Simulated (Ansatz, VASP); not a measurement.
## One calculation of Ag, two programs

File INCAR:

```
PREC = Accurate
ENCUT = 520
EDIFF = 1E-7
ISMEAR = -1
SIGMA = 0.03
LREAL = F
LASPH = T
NELM = 100
ALGO = Normal
ISIF = 2
LWAVE = F
LCHARG = F
GGA = PE
NBANDS = 12
```

KPOINTS

```
Automatic mesh
0
Gamma
  15 15 15
```

The input POSCAR:

```
Ag
1.0
    0.0000000000      2.0017471726      2.0017471726
    2.0017471726      0.0000000000      2.0017471726
    2.0017471726      2.0017471726      0.0000000000
Ag
1
Direct
    0.0000000000      0.0000000000      0.0000000000
```

Input for Ansatz:

```yaml
crystal:
  lattice:
    - [0.0, 2.0017471726, 2.0017471726]
    - [2.0017471726, 0.0, 2.0017471726]
    - [2.0017471726, 2.0017471726, 0.0]
  atoms:
    - { symbol: Ag, position: [0.0, 0.0, 0.0] }
kpoints:
  mp_grid: { grid: [15, 15, 15] }
scf:
  occupations: { method: fermi_dirac, width: 0.03 }
hamiltonian:
  xc: pbe
  pseudopotentials: { kind: all_electron, lapw: { basis_error: 0.0005 } }
output:
  forces: true
  stress: true
  eigenvalues: true
```

Change from the starting cell: volume scaled by 0.9405.

Alike in both runs: task single point; functional PBE; k mesh 15 × 15 × 15; occupations fermi-dirac, width 0.03 eV; no spin polarisation.

```csv
,VASP,Ansatz
version,VASP 6.6.1,Ansatz 0.2.0
potentials or method,"VASP PAW PBE potentials, release 64 (Ag), cutoff 520 eV","all-electron LAPW, scalar-relativistic"
```

```tsv
	VASP	Ansatz	Ansatz less VASP
pressure (GPa)	12.8	13.0	+0.22
```

Ansatz ran all-electron here, and VASP with PAW potentials.
